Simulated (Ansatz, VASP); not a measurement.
**One calculation of AlN, two programs**

Contents of INCAR:

```
SYSTEM = AlN
PREC = Accurate ; ENCUT = 520
EDIFF = 1E-7 ; ISMEAR = 0
SIGMA = 0.05 ; LREAL = .FALSE.
LASPH = .TRUE. ; NELM = 60
ALGO = Normal ; ISIF = 2
LWAVE = .FALSE. ; LCHARG = .FALSE.
GGA = PS ; NBANDS = 16
```

KPOINTS

```
Automatic mesh
0
G
  9 9 6
  0 0 0
```

Contents of POSCAR:

```
AlN
1.0
    3.4006000000      0.0000000000      0.0000000000
   -1.7003000000      2.9450059881      0.0000000000
    0.0000000000      0.0000000000      4.3069000000
Al N
2 2
Direct
    0.3333333333      0.6666666667      0.7500000000
    0.6666666667      0.3333333333      0.2500000000
    0.3333333333      0.6666666667      0.2500000000
    0.6666666667      0.3333333333      0.7500000000
```

Input for Ansatz:

```yaml
crystal:
  lattice:
    - [3.4006, 0.0, 0.0]
    - [-1.7003, 2.9450059881, 0.0]
    - [0.0, 0.0, 4.3069]
  atoms:
    - { symbol: Al, position: [0.3333333333, 0.6666666667, 0.75] }
    - { symbol: Al, position: [0.6666666667, 0.3333333333, 0.25] }
    - { symbol: "N", position: [0.3333333333, 0.6666666667, 0.25] }
    - { symbol: "N", position: [0.6666666667, 0.3333333333, 0.75] }
basis:
  ecutwfc: 520.0
kpoints:
  mp_grid: { grid: [9, 9, 6] }
hamiltonian:
  xc: pbesol
scf:
  occupations: { method: gaussian, width: 0.05 }
output:
  forces: true
  stress: true
  eigenvalues: true
```

Alike in both runs: task single point; functional PBEsol; k mesh 9 × 9 × 6; occupations gaussian, width 0.05 eV; no spin polarisation.

```csv
,VASP,Ansatz
version,VASP 6.6.1,Ansatz 0.2.0
potentials or method,"VASP PAW PBE potentials, release 64 (Al, N), cutoff 520 eV","scalar-relativistic, plane waves, PAW"
valence electrons in the cell,16,16
```

```csv
,VASP,Ansatz,Ansatz less VASP
gap on the k mesh at the Fermi level (eV),2.58,2.57,-0.010
least direct gap on the mesh (eV),2.58,2.57,-0.010
pressure (GPa),-17.4,-17.3,+0.11
"traceless stress, the component that is largest in VASP (GPa)",1.32,1.32,+0.002
```

VASP's potentials were made for PBE, not for PBEsol.
